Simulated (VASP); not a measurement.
# Pd in VASP: notebook

Pd is run at these levels: PBEsol, PBE; tasks: single point.

Everything below comes from runs of VASP 6.6.1. Logs are shortened: lines on timing, memory, paths and dates and some standing lists are left out, and cuts for length are marked.

### 1 The cell of the first run

The cell holds a slab with vacuum, 7 atoms: a = 2.740 Å, b = 2.740 Å, c = 29.422 Å, α = 90.00°, β = 90.00°, γ = 60.00°.

### 2 Single point, PBEsol

The input, INCAR:

```
  ALGO = Normal
  DIPOL = 0.5 0.5 0.500
  EDIFF = 1E-7
  ENCUT = 520
  GGA = PS
  IDIPOL = 3
  ISIF = 2
  ISMEAR = 1
  LASPH = T
  LCHARG = F
  LDIPOL = T
  LREAL = F
  LWAVE = F
  NBANDS = 44
  NELM = 100
  PREC = Accurate
  SIGMA = 0.1
```

The input, KPOINTS:

```
k-points
0
Gamma
  14 14 1
```

The input, POSCAR:

```
Pd
1.0
    2.7397185240      0.0000000000      0.0000000000
    1.3698592620      2.3726658410      0.0000000000
    0.0000000000      0.0000000000     29.4218248460
Pd
7
Direct
    0.0000000000      0.0000000000      0.2719069956
    0.3333333333      0.3333333333      0.3479379971
    0.6666666667      0.6666666667      0.4239689985
    0.0000000000      0.0000000000      0.5000000000
    0.3333333333      0.3333333333      0.5760310015
    0.6666666667      0.6666666667      0.6520620029
    0.0000000000      0.0000000000      0.7280930044
```

Potentials or basis: VASP PAW PBE potentials, release 64 (Pd).

Started as:

```console
$ cat potpaw_PBE.64/Pd/POTCAR > POTCAR
$ mpirun -np 1 vasp_std > vasp.out
```

OUTCAR:

```text
EDIFF = 1E-7
   ENCUT = 520
   GGA = PS
   ISIF = 2
   ISMEAR = 1
   LASPH = T
   LREAL = F
   NELM = 100
   PREC = Accurate

 ion  position               nearest neighbor table
   1  0.000  0.000  0.272-   2 2.74   2 2.74   2 2.74
   2  0.333  0.333  0.348-   3 2.74   3 2.74   3 2.74   1 2.74   1 2.74   1 2.74
   3  0.667  0.667  0.424-   2 2.74   2 2.74   2 2.74   4 2.74   4 2.74   4 2.74
   4  0.000  0.000  0.500-   3 2.74   5 2.74   3 2.74   5 2.74   3 2.74   5 2.74
   5  0.333  0.333  0.576-   6 2.74   6 2.74   6 2.74   4 2.74   4 2.74   4 2.74
   6  0.667  0.667  0.652-   5 2.74   5 2.74   5 2.74   7 2.74   7 2.74   7 2.74
   7  0.000  0.000  0.728-   6 2.74   6 2.74   6 2.74

  LATTYP: Found a hexagonal cell.
 ALAT       =     2.7397185240
 C/A-ratio  =    10.7389954801

  Lattice vectors:

 A1 = (  -1.3698592620,  -2.3726658410,   0.0000000000)
 A2 = (   2.7397185240,   0.0000000000,   0.0000000000)
 A3 = (   0.0000000000,   0.0000000000,  29.4218248460)

Analysis of symmetry for initial positions (statically):
=====================================================================
 Subroutine PRICEL returns:
 Original cell was already a primitive cell.

 Routine SETGRP: Setting up the symmetry group for a
 hexagonal supercell.

 Subroutine GETGRP returns: Found 12 space group operations
 (whereof 12 operations were pure point group operations)
 out of a pool of 24 trial point group operations.

The static configuration has the point symmetry D_3d.

Analysis of symmetry for dynamics (positions and initial velocities):
=====================================================================
 Subroutine PRICEL returns:
 Original cell was already a primitive cell.

 Routine SETGRP: Setting up the symmetry group for a
 hexagonal supercell.

 Subroutine GETGRP returns: Found 12 space group operations
 (whereof 12 operations were pure point group operations)
 out of a pool of 24 trial point group operations.

The dynamic configuration has the point symmetry D_3d.

 Subroutine INISYM returns: Found 12 space group operations
 (whereof 12 operations are pure point group operations),
 and found     1 'primitive' translations

----------------------------------------------------------------------------------------

                                     Primitive cell

[... 108 lines left out ...]
   TEBEG  =    0.0;   TEEND  =   0.0 temperature during run
   PSTRESS=    0.0 pullay stress
   NELECT =      70.0000    total number of electrons
   NUPDOWN=      -1.0000    fix difference up-down
   EMIN   =  10.00;   EMAX   =-10.00  energy-range for DOS
   EFERMI =   0.00;   METHOD = LEGACY
   ISMEAR =     1;   SIGMA  =   0.10  broadening in eV -4-tet -1-fermi 0-gaus
   EFERMI_NEDOS =   21; number of points for ismear=-14 and -15
   IALGO  =     38    algorithm
   IMIX   =      4    mixing-type and parameters
     AMIX     =   0.40;   BMIX     =  1.00
     AMIX_MAG =   1.60;   BMIX_MAG =  1.00
  volume/ion in A,a.u.               =      27.32       184.38
  Fermi-wavevector in a.u.,A,eV,Ry     =   1.171036  2.212937 18.658004  1.371325
  Thomas-Fermi vector in A             =   2.307485
   LORBIT       =      0    0 simple, 1 ext, 2 COOP (PROOUT), +10 PAW based schemes
   GGA     = PS    functional components
   LHFCALC =     F    Hartree Fock is set to
   AEXX    =    0.0000 exact exchange contribution
   IVDW    =     0    specifies the selected vdW correction
   LEPSILON=     F    determine dielectric tensor
   LRPA    =     F    only Hartree local field effects (RPA)
 non-spin polarized calculation
 Methfessel and Paxton  Order N= 1 SIGMA  =   0.10
  energy-cutoff  :      520.00
  volume of cell :      191.25
 maximum number of plane-waves:      5187
   NGX = 11   NGY = 11   NGZ =109

 dipolmoment           0.000000      0.000000      0.000000 electrons x Angstroem

 number of electron      70.0000000 magnetization

 dipolmoment           0.000000      0.000000     -0.000000 electrons x Angstroem

 Free energy of the ion-electron system (eV)
  ---------------------------------------------------
  ext. energy  EPLUGINS =         0.00000000
  ---------------------------------------------------
  free energy    TOTEN  =       -40.32082433 eV

  energy without entropy =      -40.31344516  energy(sigma->0) =      -40.31836461

 E-fermi :   2.7361     XC(G=0):  -7.7447

 val. band max:        2.7350493062   @ k =   0.1429  -0.0000   0.0000
 cond. band min:       2.7433392778   @ k =   0.3571   0.0714   0.0000
 fundamental gap:      0.0082899716
 Fermi energy:         2.7360846207

 k-point     1 :       0.0000    0.0000    0.0000
  band No.  band energies     occupation
      1      -4.4346      2.00000
      2      -3.9423      2.00000
      3      -3.2765      2.00000
      4      -2.7454      2.00000
      5      -2.6800      2.00000
      6      -2.4171      2.00000
[... 1117 lines left out ...]
     43      10.1432      0.00000
     44      10.5843      0.00000

------------------------ aborting loop because EDIFF is reached ----------------------------------------

 vacuum level on the upper side and lower side of the slab       (xc-potential included)        -0.103        -0.103

  FORCE on cell =-STRESS in cart. coord.  units (eV):
  Direction    XX          YY          ZZ          XY          YZ          ZX
  --------------------------------------------------------------------------------------
  -------------------------------------------------------------------------------------
  Total       -2.6078395     -2.6078395     -0.2150256      0.0000000      0.0000000      0.0000000
  in kB      -21.8463716    -21.8463716     -1.8013109      0.0000000      0.0000000      0.0000000
  external PRESSURE =     -15.1646847 kB  Pullay stress =       0.0000000 kB

 VOLUME and BASIS-vectors are now :
 -----------------------------------------------------------------------------
  energy-cutoff  :      520.00
  volume of cell :      191.25
      direct lattice vectors                 reciprocal lattice vectors
     2.739718524  0.000000000  0.000000000     0.365001000 -0.210733425  0.000000000
     1.369859262  2.372665841  0.000000000     0.000000000  0.421466851  0.000000000
     0.000000000  0.000000000 29.421824846     0.000000000  0.000000000  0.033988374

 POSITION                                       TOTAL-FORCE (eV/Angst)
 -----------------------------------------------------------------------------------
      0.00000      0.00000      8.00000        -0.000000     -0.000000     -0.049741
      1.36986      0.79089     10.23697         0.000000      0.000000      0.093535
      2.73972      1.58178     12.47394        -0.000000     -0.000000     -0.005517
      0.00000      0.00000     14.71091        -0.000000     -0.000000      0.000000
      1.36986      0.79089     16.94788         0.000000      0.000000      0.005517
      2.73972      1.58178     19.18485        -0.000000     -0.000000     -0.093535
      0.00000      0.00000     21.42182        -0.000000     -0.000000      0.049741
 -----------------------------------------------------------------------------------
    total drift:                               -0.000000      0.000000     -0.000000

  FREE ENERGIE OF THE ION-ELECTRON SYSTEM (eV)
  ---------------------------------------------------
  free  energy   TOTEN  =       -40.3208243333 eV

  energy  without entropy=      -40.3134451627  energy(sigma->0) =      -40.31836461

 vacuum level on the upper side and lower side of the slab         8.024         8.024
```

stdout:

```text
POSCAR found type information on POSCAR Pd
 POSCAR found :  1 types and       7 ions
 scaLAPACK will be used
 -----------------------------------------------------------------------------
|                                                                             |
|                                                                             |
|     You enforced a specific xc type in the INCAR file but a different       |
|     I HOPE YOU KNOW WHAT YOU ARE DOING!                                     |
|                                                                             |
 -----------------------------------------------------------------------------

 LDA part: xc-table for (Slater+PW92), standard interpolation
 POSCAR, INCAR and KPOINTS ok, starting setup
 FFT: planning ... GRIDC
 FFT: planning ... GRID_SOFT
 FFT: planning ... GRID
 WAVECAR not read
 entering main loop
```

Run time: 11 min. Hardware: 1 thread of AMD EPYC 7R13, shared host; peak memory 0.33 GiB.

Results:

```
Free energy            : -40.3208 eV
Largest force          : 0.094 eV/Å
Band gap on the k mesh : zero (band 35 reaches 3.07 eV, above the bottom of band 36 at 2.07 eV)
```

Forces on the atoms (eV/Å):
```
Pd   0.000  0.000 -0.050
Pd   0.000  0.000  0.094
Pd   0.000  0.000 -0.006
Pd   0.000  0.000  0.000
Pd   0.000  0.000  0.006
Pd   0.000  0.000 -0.094
Pd   0.000  0.000  0.050
```

Caveat: the PAW data sets were made with another functional, which shifts forces and pressure a little.

### 3 Single point, PBEsol

This run uses another cell than the first one, of 27.59 Å³/atom, 1.010 times its volume.

The input, INCAR:

```
SYSTEM = Pd
PREC = Accurate
ENCUT = 520
EDIFF = 1E-7
ISMEAR = 1
SIGMA = 0.1
LREAL = .False.
LASPH = .True.
NELM = 100
ALGO = Normal
ISIF = 2
LWAVE = .False.
LCHARG = .False.
LDIPOL = .True.
IDIPOL = 3
DIPOL = 0.5 0.5 0.500
GGA = PS
NBANDS = 44
```

The input, KPOINTS:

```
Automatic mesh
0
Gamma
  14 14 1
  0 0 0
```

The input, POSCAR:

```
Pd
1.0
    2.7506453790      0.0000000003      0.0000000000
    1.3753226892      2.3821287752      0.0000000000
    0.0000000000      0.0000000000     29.4753552830
Pd
7
Direct
    0.0000000000      0.0000000000      0.2733231622
    0.3333333333      0.3333333333      0.3493040473
    0.6666666667      0.6666666667      0.4246504574
    0.0000000000      0.0000000000      0.4999999996
    0.3333333333      0.3333333333      0.5753495432
    0.6666666667      0.6666666667      0.6506959532
    0.0000000000      0.0000000000      0.7266768371
```

Potentials or basis: VASP PAW PBE potentials, release 64 (Pd).

Started as:

```console
$ cat potpaw_PBE.64/Pd/POTCAR > POTCAR
$ mpirun -np 1 vasp_std > vasp.out
```

It took 11 min on 1 thread of AMD EPYC 7R13, shared host; peak memory 0.34 GiB.

Results (log left out):

* Free energy: -40.2997 eV
* Largest force: 0.012 eV/Å
* Band gap on the k mesh: zero (band 35 reaches 2.98 eV, above the bottom of band 36 at 1.99 eV)

Forces on the atoms (eV/Å):
```
Pd   0.000  0.000  0.012
Pd   0.000  0.000  0.000
Pd   0.000  0.000 -0.001
Pd   0.000  0.000  0.000
Pd   0.000  0.000  0.001
Pd   0.000  0.000  0.000
Pd   0.000  0.000 -0.012
```

Levels at points of the mesh, in eV from the Fermi level:
```tsv
k point	band 33	band 34	band 35	band 36	band 37	band 38
(0.00, 0.00, 0.00)	-0.86	-0.86	-0.50	-0.50	-0.47	-0.18
(0.50, 0.00, 0.00)	0.22	0.31	0.33	1.38	2.30	3.08
```

Caveat: the PAW data sets were made with another functional, which shifts forces and pressure a little.

### 4 Single point, PBE

This run uses another cell than the first one, of 28.51 Å³/atom, 1.043 times its volume.

The input, INCAR:

```
SYSTEM = Pd
PREC = Accurate ; ENCUT = 520
EDIFF = 1E-6 ; ISMEAR = 1
SIGMA = 0.1 ; LREAL = .False.
LASPH = .True. ; NELM = 60
ALGO = Normal ; ISIF = 2
LWAVE = .False. ; LCHARG = .False.
LDIPOL = .True. ; IDIPOL = 3
DIPOL = 0.5 0.5 0.500 ; GGA = PE
NBANDS = 44
```

The input, KPOINTS:

```
regular mesh
0
Gamma
  14 14 1
  0 0 0
```

The input, POSCAR:

```
Pd
1.0
    2.7874972112      0.0000000003      0.0000000000
    1.3937486053      2.4140433980      0.0000000000
    0.0000000000      0.0000000000     29.6558916520
Pd
7
Direct
    0.0000000000      0.0000000000      0.2697113502
    0.3333333333      0.3333333333      0.3469291334
    0.6666666667      0.6666666667      0.4234477564
    0.0000000000      0.0000000000      0.4999999991
    0.3333333333      0.3333333333      0.5765522473
    0.6666666667      0.6666666667      0.6530708689
    0.0000000000      0.0000000000      0.7302886447
```

Potentials or basis: VASP PAW PBE potentials, release 64 (Pd).

Started as:

```console
$ cat potpaw_PBE.64/Pd/POTCAR > POTCAR
$ mpirun -np 1 vasp_std > vasp.out
```

OUTCAR:

```text
SYSTEM = Pd
   PREC = Accurate
   ENCUT = 520
   EDIFF = 1E-6
   ISMEAR = 1
   LREAL = .False.
   LASPH = .True.
   NELM = 60
   ISIF = 2
   GGA = PE

 ion  position               nearest neighbor table
   1  0.000  0.000  0.270-   2 2.80   2 2.80   2 2.80
   2  0.333  0.333  0.347-   3 2.78   3 2.78   3 2.78   1 2.80   1 2.80   1 2.80
   3  0.667  0.667  0.423-   2 2.78   2 2.78   2 2.78   4 2.78   4 2.78   4 2.78
[... 1346 lines left out ...]
  Total       -2.2517130     -2.2517130     -0.1931478      0.0000000      0.0000000     -0.0000000
  in kB      -18.0781141    -18.0781141     -1.5507076      0.0000000      0.0000000     -0.0000000
  external PRESSURE =     -12.5689786 kB  Pullay stress =       0.0000000 kB

 VOLUME and BASIS-vectors are now :
 -----------------------------------------------------------------------------
  energy-cutoff  :      520.00
  volume of cell :      199.56
      direct lattice vectors                 reciprocal lattice vectors
     2.787497211  0.000000000  0.000000000     0.358744754 -0.207121380  0.000000000
     1.393748605  2.414043398  0.000000000    -0.000000000  0.414242760  0.000000000
     0.000000000  0.000000000 29.655891652     0.000000000  0.000000000  0.033720112

 POSITION                                       TOTAL-FORCE (eV/Angst)
 -----------------------------------------------------------------------------------
      0.00000      0.00000      7.99853         0.000000      0.000000      0.010821
      1.39375      0.80468     10.28849        -0.000000      0.000000     -0.000777
      2.78750      1.60936     12.55772         0.000000     -0.000000     -0.000717
      0.00000      0.00000     14.82795        -0.000000     -0.000000      0.000000
      1.39375      0.80468     17.09817        -0.000000      0.000000      0.000717
      2.78750      1.60936     19.36740         0.000000     -0.000000      0.000777
      0.00000      0.00000     21.65736        -0.000000      0.000000     -0.010821
 -----------------------------------------------------------------------------------
    total drift:                                0.000000      0.000000     -0.000003

  FREE ENERGIE OF THE ION-ELECTRON SYSTEM (eV)
  ---------------------------------------------------
  free  energy   TOTEN  =       -35.3638638631 eV

  energy  without entropy=      -35.3576202674  energy(sigma->0) =      -35.36178266

 vacuum level on the upper side and lower side of the slab         7.618         7.618
```

Wall time 12 min (1 thread of AMD EPYC 7R13, shared host); peak memory 0.4 GiB.

What came out:

- Free energy: -35.3639 eV
- Largest force: 0.011 eV/Å
- Band gap on the k mesh: zero (band 35 reaches 2.79 eV, above the bottom of band 36 at 1.89 eV)

Forces on the atoms (eV/Å):
```
Pd   0.000  0.000  0.011
Pd   0.000  0.000 -0.001
Pd   0.000  0.000 -0.001
Pd   0.000  0.000  0.000
Pd   0.000  0.000  0.001
Pd   0.000  0.000  0.001
Pd   0.000  0.000 -0.011
```

Levels at points of the mesh, in eV from the Fermi level:
| k point | band 32 | band 33 | band 34 | band 35 | band 36 | band 37 | band 38 | band 39 |
| --- | --- | --- | --- | --- | --- | --- | --- | --- |
| (0.00, 0.00, 0.00) | -1.02 | -0.78 | -0.78 | -0.45 | -0.45 | -0.33 | -0.17 | -0.17 |
| (0.50, 0.00, 0.00) | 0.12 | 0.20 | 0.29 | 0.30 | 1.54 | 2.36 | 3.08 | 3.51 |

### 5 The runs side by side

| level | cell | gap on the mesh (eV) | largest force (eV/Å) |
| --- | --- | --- | --- |
| PBEsol | a = 2.740, b = 2.740, c = 29.422 Å, angles 90.0, 90.0, 60.0°, 7 atoms | none | 0.09 |
| PBEsol | a = 2.751, b = 2.751, c = 29.475 Å, angles 90.0, 90.0, 60.0°, 7 atoms | none | 0.01 |
| PBE | a = 2.787, b = 2.787, c = 29.656 Å, angles 90.0, 90.0, 60.0°, 7 atoms | none | 0.01 |

Alike in all rows: task single point; potentials or basis VASP PAW PBE potentials, release 64 (Pd); no spin polarisation; k mesh 14 × 14 × 1; cutoff (eV) 520; smearing methfessel-paxton 0.1 eV.

Caveats: the PAW data sets were made with another functional, which shifts forces and pressure a little (some runs).

Absolute energies hang on the potentials; compare differences alone.
